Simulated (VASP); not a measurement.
Here is a VASP 6.6.1 calculation.

File INCAR:

```
ALGO = Normal ; EDIFF = 1E-7
ENCUT = 520 ; GGA = PE
ISIF = 2 ; ISMEAR = -1
ISPIN = 2 ; KPAR = 4
LASPH = T ; LCHARG = F
LMAXMIX = 4 ; LORBIT = 11
LREAL = Auto ; LWAVE = F
MAGMOM = 0 0 2 2 2 0 0 0 0 0 0 0 0 0 0 0 0 0 0 0 0 0 ; NBANDS = 119
NELM = 150 ; PREC = Accurate
SIGMA = 0.05
```

File KPOINTS:

```
k-points
0
Gamma
  3 3 3
```

POSCAR

```
Ba2Tl5V3O12
1.0
    8.3141370727      0.0000000000      0.0000000000
   -4.1570736344      7.2002610449      0.0000000000
    0.0000000000      0.0000000000      7.0570258356
Ba V Tl O
2 3 5 12
Direct
    0.0000000000      0.0000000000      0.2355200000
    0.0000000000      0.0000000000      0.7644800000
    0.5000000000      0.0000000000      0.0000000000
    0.0000000000      0.5000000000      0.0000000000
    0.5000000000      0.5000000000      0.0000000000
    0.5000000000      0.0000000000      0.5000000000
    0.0000000000      0.5000000000      0.5000000000
    0.5000000000      0.5000000000      0.5000000000
    0.3333300000      0.6666700000      0.2248900000
    0.6666700000      0.3333300000      0.7751100000
    0.3389000000      0.3433400000      0.8144400000
    0.6566600000      0.9955600000      0.8144400000
    0.0044400000      0.6611000000      0.8144400000
    0.3433400000      0.3389000000      0.1855600000
    0.9955600000      0.6566600000      0.1855600000
    0.6611000000      0.0044400000      0.1855600000
    0.6611000000      0.6566600000      0.1855600000
    0.3433400000      0.0044400000      0.1855600000
    0.9955600000      0.3389000000      0.1855600000
    0.6566600000      0.6611000000      0.8144400000
    0.0044400000      0.3433400000      0.8144400000
    0.3389000000      0.9955600000      0.8144400000
```

Potentials or basis: VASP PAW PBE potentials, release 64 (Ba_sv, V_sv, Tl_d, O).

Launch:

```bash
$ cat potpaw_PBE.64/Ba_sv/POTCAR potpaw_PBE.64/V_sv/POTCAR potpaw_PBE.64/Tl_d/POTCAR potpaw_PBE.64/O/POTCAR > POTCAR
$ mpirun -np 4 vasp_std > vasp.out
```

**Question.** What does it give for the band gap on the k mesh?

**Answer.** Zero (filled and empty bands overlap).

**Question.** What does it give for the largest force?

**Answer.** 0.667 eV/Å.

Stress tensor (GPa, compression positive):
```
-3.47  0.00  0.00
 0.00 -3.47  0.00
 0.00  0.00 -4.84
```

Caveat: the cell stands under tension; the moments typed at the start vanished in this run; spin-orbit coupling is left out, which moves the levels of the heavy elements; semilocal functionals often make such compounds metallic where correlation or magnetic order opens a gap, which also shifts bond lengths. With open d or f shells a metallic result of PBE can be an artefact of self-interaction; +U or a hybrid may open a gap.
